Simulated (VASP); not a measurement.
Input of a VASP 6.6.1 run:

Contents of INCAR:

```
SYSTEM = SnS2
PREC = Accurate
ENCUT = 500
EDIFF = 1E-7
ISMEAR = 0
SIGMA = 0.02
LREAL = .False.
LASPH = .True.
NELM = 120
ALGO = Normal
ISIF = 3
LWAVE = .False.
LCHARG = .False.
GGA = CA
IBRION = 2
NSW = 70
EDIFFG = -0.005
GGA_COMPAT = .False.
NELMIN = 4
```

KPOINTS

```
Automatic mesh
0
Gamma
  9 9 6
  0 0 0
```

The input POSCAR:

```
SnS2
1.0
    3.6686266267      0.0000000000      0.0000000000
   -1.8343133133      3.1771238557      0.0000000000
    0.0000000000      0.0000000000      5.8096313574
Sn S
1 2
Direct
    0.0000000000      0.0000000000      0.0000000000
    0.3333333333      0.6666666667      0.2544694042
    0.6666666667      0.3333333333      0.7455305958
```

Potentials or basis: VASP PAW LDA potentials, release 64 (Sn_d, S).

Run with:

```sh
$ cat potpaw_LDA.64/Sn_d/POTCAR potpaw_LDA.64/S/POTCAR > POTCAR
$ mpirun -np 1 vasp_std > vasp.out
```

Problem. Predict the band gap on the k mesh.

Solution. 1.06 eV (least direct gap 1.62 eV).

Problem. What does it give for the relaxed cell?

Solution. a = 3.632 Å, b = 3.632 Å, c = 5.696 Å, α = 90.00°, β = 90.00°, γ = 120.00°.

Problem. What does it give for the relaxed volume?

Solution. 21.69 Å³/atom.

Step by step:
```csv
step,energy change (eV),largest force (eV/Å),pressure (GPa),volume (Å³)
1,0.0000,0.2288,-2.46,67.72
2,-0.0018,0.3710,2.42,64.37
3,-0.0153,0.0684,-0.08,65.96
4,-0.0153,0.0749,-0.03,65.92
5,-0.0157,0.0494,-0.01,65.80
6,-0.0159,0.0194,0.02,65.67
7,-0.0161,0.0071,-0.06,65.64
8,-0.0163,0.0192,-0.24,65.59
9,-0.0164,0.0130,-0.19,65.53
10,-0.0166,0.0057,-0.05,65.35
11,-0.0166,0.0427,0.22,64.97
12,-0.0167,0.0236,0.09,65.16
13,-0.0167,0.0201,0.07,65.13
14,-0.0168,0.0161,0.05,65.09
15,-0.0168,0.0081,0.00,65.01
16,-0.0168,0.0119,0.02,65.05
17,-0.0168,0.0053,-0.01,65.07
18,-0.0168,0.0027,-0.02,65.07
```

Caveat: spin-orbit coupling is left out, which moves the levels of the heavy elements; an odd mesh through Γ misses points on the zone boundary, where band edges can lie.
